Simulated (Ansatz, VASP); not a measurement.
# C: VASP beside Ansatz

POSCAR

```
C
1.0
    2.5157113486      0.0000000000      0.0000000000
   -1.2578556743      2.1678307826      0.0000000000
    0.0000000000      0.0000000000      4.1688692921
C
4
Direct
    0.3332878380      0.6665756760      0.0002188364
    0.6667121620      0.3334243240      0.5002188364
    0.3332878380      0.6665756760      0.3747811636
    0.6667121620      0.3334243240      0.8747811636
```

File INCAR.step1:

```
PREC = Accurate
ENCUT = 910
ISMEAR = 0
SIGMA = 0.01
LREAL = False
LASPH = True
NELM = 120
NBANDS = 16
GGA = PE
ALGO = Normal
EDIFF = 1E-5
LWAVE = True
LCHARG = False
GGA_COMPAT = False
```

The input INCAR.step2:

```
PREC = Accurate
ENCUT = 910
EDIFF = 1E-6
ISMEAR = 0
SIGMA = 0.01
LREAL = False
LASPH = True
NELM = 120
ALGO = Normal
ISIF = 2
LWAVE = False
LCHARG = False
METAGGA = R2SCAN
LMIXTAU = True
NBANDS = 16
ISTART = 1
GGA_COMPAT = False
```

KPOINTS

```
Automatic mesh
0
Gamma
  12 12 6
```

Input for Ansatz:

```yaml
crystal:
  lattice:
    - [2.5157113486, 0.0, 0.0]
    - [-1.2578556743, 2.1678307826, 0.0]
    - [0.0, 0.0, 4.1688692921]
  atoms:
    - { symbol: C, position: [0.333287838, 0.666575676, 0.0002188364] }
    - { symbol: C, position: [0.666712162, 0.333424324, 0.5002188364] }
    - { symbol: C, position: [0.333287838, 0.666575676, 0.3747811636] }
    - { symbol: C, position: [0.666712162, 0.333424324, 0.8747811636] }
kpoints:
  mp_grid: { grid: [12, 12, 6] }
  band_path:
    path:
      - [0.0, 0.0, 0.0]
      - [0.5, 0.0, 0.0]
      - [0.3333333333, 0.3333333333, 0.0]
      - [0.0, 0.0, 0.5]
      - [0.5, 0.0, 0.5]
      - [0.3333333333, 0.3333333333, 0.5]
    npoints: 1
hamiltonian:
  xc: r2scan
scf:
  occupations: { method: fixed }
  n_extra_bands: 5
output:
  forces: true
  stress: true
  eigenvalues: true
  write_density: true
  write_potential: true
  elf: true
  volumetric_format: npy
```

Change from the starting cell: uniaxial_x strain +0.5%.

Alike in both runs: task single point; functional r2SCAN; k mesh 12 × 12 × 6; no spin polarisation.

|  | VASP | Ansatz |
| --- | --- | --- |
| version | VASP 6.6.1 | Ansatz 0.2.0 |
| potentials or method | VASP PAW PBE potentials, release 64 (C_h) | plane waves, PAW |
| plane-wave cutoff (eV) | 910 | 500 |
| occupations | gaussian, width 0.01 eV | fixed |
| valence electrons in the cell | 16 | 16 |

```tsv
	VASP	Ansatz	Ansatz less VASP
gap on the k mesh at the Fermi level (eV)	3.59	3.60	+0.007
```

VASP's potentials were made for PBE, not for r2SCAN.

Noted on VASP's run: the cutoff is short for stress, so the pressure is rough.
